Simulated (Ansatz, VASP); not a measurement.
SiO2 in VASP and in Ansatz

Contents of INCAR:

```
SYSTEM = SiO2
PREC = Accurate ; ENCUT = 520
EDIFF = 1E-6 ; ISMEAR = 0
SIGMA = 0.05 ; LREAL = .FALSE.
LASPH = .TRUE. ; NELM = 60
ALGO = Normal ; ISIF = 2
LWAVE = .FALSE. ; LCHARG = .FALSE.
GGA = PE ; NBANDS = 25
```

KPOINTS

```
Automatic mesh
0
G
  6 6 8
  0 0 0
```

File POSCAR:

```
SiO2
1.0
    4.2358788266      0.0000000000      0.0000000000
    0.0000000000      4.1371828499      0.0000000000
    0.0000000000      0.0000000000      2.6897743046
Si O
2 4
Direct
    0.5000000000      0.5000000000      0.5000000000
    0.0000000000      0.0000000000      0.0000000000
    0.6836979468      0.7023276386      0.0000000000
    0.1836979468      0.7976723614      0.5000000000
    0.3163020532      0.2976723614      0.0000000000
    0.8163020532      0.2023276386      0.5000000000
```

Input for Ansatz:

```yaml
crystal:
  lattice:
    - [4.2358788266, 0.0, 0.0]
    - [0.0, 4.1371828499, 0.0]
    - [0.0, 0.0, 2.6897743046]
  atoms:
    - { symbol: Si, position: [0.5, 0.5, 0.5] }
    - { symbol: Si, position: [0.0, 0.0, 0.0] }
    - { symbol: O, position: [0.6836979468, 0.7023276386, 0.0] }
    - { symbol: O, position: [0.1836979468, 0.7976723614, 0.5] }
    - { symbol: O, position: [0.3163020532, 0.2976723614, 0.0] }
    - { symbol: O, position: [0.8163020532, 0.2023276386, 0.5] }
basis:
  ecutwfc: 520.0
kpoints:
  mp_grid: { grid: [6, 6, 8] }
hamiltonian:
  xc: pbe
  pseudopotentials: { kind: paw, azcp: { folder: soft_1 } }
scf:
  occupations: { method: gaussian, width: 0.05 }
output:
  forces: true
  stress: true
  eigenvalues: true
```

Change from the starting cell: mode 4 frozen in at -0.056 Å, normal strain along y -0.0233.

Alike in both runs: task single point; functional PBE; k mesh 6 × 6 × 8; occupations gaussian, width 0.05 eV; no spin polarisation.

```csv
,VASP,Ansatz
version,VASP 6.6.1,Ansatz 0.2.0
potentials or method,"VASP PAW PBE potentials, release 64 (Si, O), cutoff 520 eV","scalar-relativistic, plane waves, PAW"
valence electrons in the cell,32,32
```

VASP gave:

- gap on the k mesh at the Fermi level (eV): 5.44
- least direct gap on the mesh (eV): 5.44
- pressure (GPa): 6.8
- traceless stress, the component that is largest in VASP (GPa): 2.62
- rms of the force components (eV/Å): 0.133

Task: Which values does Ansatz return?

Result: gap on the k mesh at the Fermi level (eV): 5.46; least direct gap on the mesh (eV): 5.46; pressure (GPa): 6.6; traceless stress, the component that is largest in VASP (GPa): 2.86; rms of the force components (eV/Å): 0.125.

Atom by atom the forces differ by 0.008 eV/Å (rms over components).
